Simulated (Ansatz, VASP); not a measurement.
# One calculation of CeCr2B2C, two programs

POSCAR

```
CeCr2B2C
1.0
    3.7628760000      0.0000000000      0.0000000000
    0.0000000000      3.7628760000      0.0000000000
    0.0000000000      0.0000000000      4.9562350000
Ce B Cr C
1 2 2 1
Direct
    0.0000000000      0.0000000000      0.0000000000
    0.5000000000      0.5000000000      0.2240000000
    0.5000000000      0.5000000000      0.7760000000
    0.0000000000      0.5000000000      0.5000000000
    0.5000000000      0.0000000000      0.5000000000
    0.0000000000      0.0000000000      0.5000000000
```

Contents of INCAR.step1:

```
SYSTEM = CeCr2B2C
PREC = Accurate ; ENCUT = 520
ISMEAR = -1 ; SIGMA = 0.1
LREAL = .False. ; LASPH = .True.
NELM = 80 ; NBANDS = 32
GGA = PE ; ALGO = Normal
EDIFF = 1E-4 ; LWAVE = .True.
LCHARG = .False.
```

INCAR.step2

```
SYSTEM = CeCr2B2C
PREC = Accurate ; ENCUT = 520
EDIFF = 1E-6 ; ISMEAR = -1
SIGMA = 0.1 ; LREAL = .False.
LASPH = .True. ; NELM = 80
ALGO = Normal ; ISIF = 2
LWAVE = .False. ; LCHARG = .True.
METAGGA = R2SCAN ; LMIXTAU = .True.
LELF = .True. ; LVHAR = .True.
NBANDS = 32 ; ISTART = 1
```

Contents of KPOINTS:

```
Automatic mesh
0
Gamma
  5 5 4
  0 0 0
```

Input for Ansatz:

```yaml
crystal:
  lattice:
    - [3.762876, 0.0, 0.0]
    - [0.0, 3.762876, 0.0]
    - [0.0, 0.0, 4.956235]
  atoms:
    - { symbol: Ce, position: [0.0, 0.0, 0.0] }
    - { symbol: B, position: [0.5, 0.5, 0.224] }
    - { symbol: B, position: [0.5, 0.5, 0.776] }
    - { symbol: Cr, position: [0.0, 0.5, 0.5] }
    - { symbol: Cr, position: [0.5, 0.0, 0.5] }
    - { symbol: C, position: [0.0, 0.0, 0.5] }
  symmetry: { tolerance: 0.0003 }
kpoints:
  mp_grid: { grid: [5, 5, 4], shift: [0, 0, 0] }
magnetization:
  spin_polarized: false
scf:
  occupations: { method: fermi_dirac }
hamiltonian:
  pseudopotentials: { kind: paw }
  xc: r2scan
basis:
  ecutwfc: 500
output:
  forces: true
  stress: true
  eigenvalues: true
  write_density: true
  write_potential: true
  elf: true
  volumetric_format: npy
```

Alike in both runs: task single point; functional r2SCAN; k mesh 5 × 5 × 4; no spin polarisation.

|  | VASP | Ansatz |
| --- | --- | --- |
| version | VASP 6.6.1 | Ansatz 0.2.0 |
| potentials or method | VASP PAW PBE potentials, release 64 (Ce, B, Cr_pv, C), cutoff 520 eV | PAW plane waves |
| occupations | fermi-dirac, width 0.1 eV | fermi-dirac |
| valence electrons in the cell | 46 | 50 |

```csv
,VASP,Ansatz,Ansatz less VASP
gap on the k mesh at the Fermi level (eV),none,none,-
pressure (GPa),-0.5,-0.6,-0.16
"traceless stress, the component that is largest in VASP (GPa)",1.05,1.34,+0.287
rms of the force components (eV/Å),0.065,0.068,+0.0029
```

VASP's potentials were made for PBE, not for r2SCAN. Atom by atom the forces differ by 0.003 eV/Å (rms over components). A gap of «none» marks a metal or a gap that the smearing closes. VASP's potentials hold 46 valence electrons a cell and Ansatz's 50, so a difference there can come from the potentials and not from the codes.

Neither program's run includes spin-orbit coupling.
